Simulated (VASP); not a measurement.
# HfN (I-4m2) in VASP: single point with r2SCAN

Aim: the single point of HfN with r2SCAN.

All numbers are computed with VASP 6.6.1; they aren't measurements. Logs are shortened: lines on timing, memory, paths and dates and some standing lists are left out, and cuts for length are marked.

### 1 The cell of the first run

The structure is tetragonal, space group I-4m2 (No. 119). The conventional cell has a = 3.563 Å, b = 3.563 Å, c = 4.745 Å, α = 90.00°, β = 90.00°, γ = 90.00°. Hf (site symmetry -4m2) has 4 N at 2.14 Å within 2.8 Å. Within 2.8 Å of N (site symmetry -4m2) lie 4 Hf at 2.14 Å.

### 2 Single point, r2SCAN (strain +0.030 along x and y, -0.030 along z)

POSCAR

```
HfN
1.0
    0.0000000000      2.5191830855      2.3724345563
    2.5191830855      0.0000000000      2.3724345563
    2.5191830855      2.5191830855      0.0000000000
Hf N
1 1
Direct
    0.0000000000      0.0000000000      0.0000000000
    0.7500000000      0.7500000000      0.7500000000
```

INCAR.step1

```
  ALGO = Normal
  EDIFF = 1E-4
  ENCUT = 520
  GGA = PE
  ISMEAR = 0
  LASPH = True
  LCHARG = False
  LREAL = False
  LWAVE = True
  NBANDS = 14
  NELM = 100
  PREC = Accurate
  SIGMA = 0.15
```

INCAR.step2

```
  ALGO = Normal
  EDIFF = 1E-7
  ENCUT = 520
  ISIF = 2
  ISMEAR = 0
  ISTART = 1
  LASPH = True
  LCHARG = True
  LELF = True
  LMIXTAU = True
  LREAL = False
  LVHAR = True
  LWAVE = False
  METAGGA = R2SCAN
  NBANDS = 14
  NELM = 100
  PREC = Accurate
  SIGMA = 0.15
```

KPOINTS

```
k-points
0
Gamma
  22 22 22
```

Potentials or basis: VASP PAW PBE potentials, release 64 (Hf_pv, N).

On the command line:

```sh
$ cat potpaw_PBE.64/Hf_pv/POTCAR potpaw_PBE.64/N/POTCAR > POTCAR
$ cp INCAR.step1 INCAR
$ mpirun -np 1 vasp_std > vasp.out
$ cp INCAR.step2 INCAR
$ mpirun -np 1 vasp_std > vasp.out
```

OUTCAR:

```text
EDIFF = 1E-7
   ENCUT = 520
   ISIF = 2
   ISMEAR = 0
   ISTART = 1
   LASPH = True
   LREAL = False
   METAGGA = R2SCAN
   NELM = 100
   PREC = Accurate

 ion  position               nearest neighbor table
   1  0.000  0.000  0.000-   2 2.14   2 2.14   2 2.14   2 2.14
   2  0.750  0.750  0.750-   1 2.14   1 2.14   1 2.14   1 2.14

  LATTYP: Found a body centered tetragonal cell.
 ALAT       =     3.5626628856
 C/A-ratio  =     1.3318321898

  Lattice vectors:

 A1 = (   0.0000000000,  -2.5191830855,  -2.3724345563)
 A2 = (   0.0000000000,   2.5191830855,  -2.3724345563)
 A3 = (   2.5191830855,   0.0000000000,   2.3724345563)

Analysis of symmetry for initial positions (statically):
=====================================================================
 Subroutine PRICEL returns:
 Original cell was already a primitive cell.

 Routine SETGRP: Setting up the symmetry group for a
 body centered tetragonal supercell.

 Subroutine GETGRP returns: Found  8 space group operations
 (whereof  8 operations were pure point group operations)
 out of a pool of 16 trial point group operations.

The static configuration has the point symmetry D_2d.

Analysis of symmetry for dynamics (positions and initial velocities):
=====================================================================
 Subroutine PRICEL returns:
 Original cell was already a primitive cell.

 Routine SETGRP: Setting up the symmetry group for a
 body centered tetragonal supercell.

 Subroutine GETGRP returns: Found  8 space group operations
 (whereof  8 operations were pure point group operations)
 out of a pool of 16 trial point group operations.

The dynamic configuration has the point symmetry D_2d.

 Subroutine INISYM returns: Found  8 space group operations
 (whereof  8 operations are pure point group operations),
 and found     1 'primitive' translations

----------------------------------------------------------------------------------------

                                     Primitive cell

  volume of cell :      30.1123

  direct lattice vectors                    reciprocal lattice vectors
     0.000000000  2.519183085  2.372434556    -0.198477039  0.198477039  0.210753969
     2.519183085  0.000000000  2.372434556     0.198477039 -0.198477039  0.210753969
     2.519183085  2.519183085  0.000000000     0.198477039  0.198477039 -0.210753969

  length of vectors
     3.460452159  3.460452159  3.562662886     0.351003570  0.351003570  0.351003570

  position of ions in fractional coordinates (direct lattice)
[... 90 lines left out ...]
   NELECT =      15.0000    total number of electrons
   NUPDOWN=      -1.0000    fix difference up-down
   EMIN   =  10.00;   EMAX   =-10.00  energy-range for DOS
   EFERMI =   0.00;   METHOD = LEGACY
   ISMEAR =     0;   SIGMA  =   0.15  broadening in eV -4-tet -1-fermi 0-gaus
   EFERMI_NEDOS =   21; number of points for ismear=-14 and -15
   IALGO  =     38    algorithm
   IMIX   =      4    mixing-type and parameters
     AMIX     =   0.40;   BMIX     =  1.00
     AMIX_MAG =   1.60;   BMIX_MAG =  1.00
  volume/ion in A,a.u.               =      15.06       101.60
  Fermi-wavevector in a.u.,A,eV,Ry     =   1.297749  2.452390 22.914283  1.684152
  Thomas-Fermi vector in A             =   2.429121
   LORBIT       =      0    0 simple, 1 ext, 2 COOP (PROOUT), +10 PAW based schemes
   METAGGA = R2SCAN    functional components
   LHFCALC =     F    Hartree Fock is set to
   AEXX    =    0.0000 exact exchange contribution
   IVDW    =     0    specifies the selected vdW correction
   LEPSILON=     F    determine dielectric tensor
   LRPA    =     F    only Hartree local field effects (RPA)
 non-spin polarized calculation
 Gauss-broadening in eV      SIGMA  =   0.15
  energy-cutoff  :      520.00
  volume of cell :       30.11
 maximum number of plane-waves:       836
 NGX is ok and might be reduce to    28
   NGX = 13   NGY = 13   NGZ = 13

 number of electron      14.9999999 magnetization

 Free energy of the ion-electron system (eV)
  ---------------------------------------------------
  ext. energy  EPLUGINS =         0.00000000
  ---------------------------------------------------
  free energy    TOTEN  =       -57.66188799 eV

  energy without entropy =      -57.65473172  energy(sigma->0) =      -57.65830986

 E-fermi :   5.6855     XC(G=0): -11.8572

 val. band max:        5.6840678795   @ k =  -0.4545   0.3182   0.1818
 cond. band min:       5.6871300648   @ k =  -0.2273   0.2727   0.1364
 fundamental gap:      0.0030621853
 Fermi energy:         5.6854853598

 k-point     1 :       0.0000    0.0000    0.0000
  band No.  band energies     occupation
      1     -26.7911      2.00000
      2     -26.7703      2.00000
      3     -26.7703      2.00000
      4     -11.4940      2.00000
      5      -0.1060      2.00000
      6      -0.1060      2.00000
      7       0.0586      2.00000
      8       4.9137      2.00000
      9       7.6896      0.00000
     10       8.4196      0.00000
     11      12.0920      0.00000
     12      12.0920      0.00000
     13      13.0271      0.00000
     14      16.7459      0.00000
[... 377 lines left out ...]
      1     -27.2242      2.00000
      2     -26.8455      2.00000
      3     -26.8358      2.00000
      4     -10.4610      2.00000
      5      -0.3877      2.00000
      6       0.4075      2.00000
      7       0.6678      2.00000
      8       7.0758      0.00000
      9       8.4118      0.00000
     10       8.5250      0.00000
     11      10.2630      0.00000
     12      11.2003      0.00000
     13      11.3186      0.00000
     14      15.2558      0.00000

 [... further k-points ...]

------------------------ aborting loop because EDIFF is reached ----------------------------------------

  FORCE on cell =-STRESS in cart. coord.  units (eV):
  Direction    XX          YY          ZZ          XY          YZ          ZX
  --------------------------------------------------------------------------------------
  -------------------------------------------------------------------------------------
  Total       -1.8956875     -1.8956875     -0.1748769      0.0000000      0.0000000     -0.0000000
  in kB     -100.8634054   -100.8634054     -9.3046351      0.0000000      0.0000000     -0.0000000
  external PRESSURE =     -70.3438153 kB  Pullay stress =       0.0000000 kB

 VOLUME and BASIS-vectors are now :
 -----------------------------------------------------------------------------
  energy-cutoff  :      520.00
  volume of cell :       30.11
      direct lattice vectors                 reciprocal lattice vectors
     0.000000000  2.519183085  2.372434556    -0.198477039  0.198477039  0.210753969
     2.519183085  0.000000000  2.372434556     0.198477039 -0.198477039  0.210753969
     2.519183085  2.519183085  0.000000000     0.198477039  0.198477039 -0.210753969

 POSITION                                       TOTAL-FORCE (eV/Angst)
 -----------------------------------------------------------------------------------
      0.00000      0.00000      0.00000        -0.000000     -0.000000     -0.000000
      3.77877      3.77877      3.55865         0.000000      0.000000      0.000000
 -----------------------------------------------------------------------------------
    total drift:                               -0.000000     -0.000000     -0.000001

  FREE ENERGIE OF THE ION-ELECTRON SYSTEM (eV)
  ---------------------------------------------------
  free  energy   TOTEN  =       -57.6618879941 eV

  energy  without entropy=      -57.6547317219  energy(sigma->0) =      -57.65830986
```

OUTCAR.step1:

```text
EDIFF = 1E-4
   ENCUT = 520
   GGA = PE
   ISMEAR = 0
   LASPH = True
[... 630 lines left out ...]
 -----------------------------------------------------------------------------------
      0.00000      0.00000      0.00000        -0.000000      0.000000      0.000000
      3.77877      3.77877      3.55865         0.000000     -0.000000     -0.000000
 -----------------------------------------------------------------------------------
    total drift:                                0.000000      0.000000      0.000000

  FREE ENERGIE OF THE ION-ELECTRON SYSTEM (eV)
  ---------------------------------------------------
  free  energy   TOTEN  =       -21.1855563825 eV

  energy  without entropy=      -21.1779703306  energy(sigma->0) =      -21.18176336
```

OSZICAR.step1:

```text
N       E                     dE             d eps       ncg     rms          rms(c)
DAV:   1     0.418800265311E+02    0.41880E+02   -0.77379E+03 23424   0.975E+02
DAV:   2    -0.222591986065E+02   -0.64139E+02   -0.59952E+02 31700   0.231E+02
DAV:   3    -0.248055316450E+02   -0.25463E+01   -0.25358E+01 27078   0.382E+01
DAV:   4    -0.248202252946E+02   -0.14694E-01   -0.14692E-01 27738   0.346E+00
DAV:   5    -0.248203767389E+02   -0.15144E-03   -0.15144E-03 27272   0.311E-01    0.516E+01
DAV:   6    -0.213286425589E+02    0.34917E+01   -0.13334E+01 25872   0.248E+01    0.380E+01
DAV:   7    -0.212062176321E+02    0.12242E+00   -0.71752E-01 24324   0.750E+00    0.250E+01
DAV:   8    -0.211957810786E+02    0.10437E-01   -0.13082E-01 28710   0.321E+00    0.749E+00
DAV:   9    -0.211855927203E+02    0.10188E-01   -0.26450E-02 26238   0.124E+00    0.169E+00
DAV:  10    -0.211855713591E+02    0.21361E-04   -0.15398E-03 27630   0.351E-01    0.148E-01
DAV:  11    -0.211855563825E+02    0.14977E-04   -0.81525E-05 15686   0.854E-02
   1 F= -.21185556E+02 E0= -.21181763E+02  d E =-.758605E-02
```

Wall time 11 min (1 thread of Intel Xeon 6975P-C (Granite Rapids), shared host); peak memory 0.47 GiB.

What came out:

- Free energy: -57.6619 eV
- Pressure: -7.0 GPa

Caveat: the cell differs from its parent crystal (strain +0.030 along x and y, -0.030 along z); the PAW data sets were made with another functional, which shifts forces and pressure a little; spin-orbit coupling is left out, which moves the levels of the heavy elements.
